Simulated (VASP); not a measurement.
Here is a VASP 6.6.1 calculation.

INCAR

```
SYSTEM = BP
PREC = Accurate
ENCUT = 520
EDIFF = 1E-8
ISMEAR = -1
SIGMA = 0.05
LREAL = .False.
LASPH = .True.
NELM = 100
ALGO = Normal
ISIF = 2
LWAVE = .False.
LCHARG = .False.
GGA = PE
LEFG = .True.
NBANDS = 11
```

The input KPOINTS:

```
Automatic mesh
0
Gamma
  15 15 15
  0 0 0
```

POSCAR

```
BP
1.0
    0.0000000000      2.2236200000      2.2690000000
    2.2236200000      0.0000000000      2.2690000000
    2.2236200000      2.2236200000      0.0000000000
B P
1 1
Direct
    0.0000000000      0.0000000000      0.0000000000
    0.7500000000      0.7500000000      0.7500000000
```

Potentials or basis: VASP PAW PBE potentials, release 64 (B, P).

Run with:

```bash
$ cat potpaw_PBE.64/B/POTCAR potpaw_PBE.64/P/POTCAR > POTCAR
$ mpirun -np 1 vasp_std > vasp.out
```

Q: Predict the band gap on the k mesh.

A: 1.03 eV, indirect (least direct gap 3.36 eV).

Q: What does it give for the pressure?

A: 8.1 GPa.

Electric field gradients, principal values (V/Å²):
| atom | least | middle | greatest (by size) |
| --- | --- | --- | --- |
| 1 B | -0.082 | -0.083 | 0.165 |
| 2 P | -0.468 | -0.468 | 0.936 |

Caveat: the cell differs from its parent crystal (equal xx and yy strain of -2 %); without QUAD_EFG the Cq values of the log hold for a quadrupole moment of 1 mb, not for the nuclei. A k mesh can miss the band edges.
